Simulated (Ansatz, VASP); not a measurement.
**Two plane-wave programs on CdCl**

```
CELL_PARAMETERS angstrom
6.82627 0.00000 0.00000
0.00000 4.03561 0.00000
0.00000 0.00000 4.04010
ATOMIC_POSITIONS crystal
Cd 0.75000 0.00000 0.50097
Cd 0.25000 0.00000 0.49903
Cl 0.75000 0.50000 0.00080
Cl 0.25000 0.50000 0.99920
```

Alike in both runs: functional PBE; k mesh 8 × 12 × 12; occupations gaussian, width 0.1 eV; no spin polarisation.

Ansatz relaxed the structure, and its values are those at the end. VASP's run is a single point on that final structure, the one shown.

```csv
,VASP,Ansatz
version,VASP 6.6.1,Ansatz 0.2.0
potentials or method,"VASP PAW PBE potentials, release 64 (Cd, Cl), cutoff 520 eV","scalar-relativistic, plane waves, PAW"
valence electrons in the cell,38,54
```

```tsv
	VASP	Ansatz	Ansatz less VASP
gap on the k mesh at the Fermi level (eV)	none	none	-
pressure (GPa)	0.1	0.0	-0.09
```

A gap of «none» marks a metal or a gap that the smearing closes. The functional is the same, so the differences come from potentials, cutoffs and numerics. VASP's potentials hold 38 valence electrons a cell and Ansatz's 54, so a difference there can come from the potentials and not from the codes.
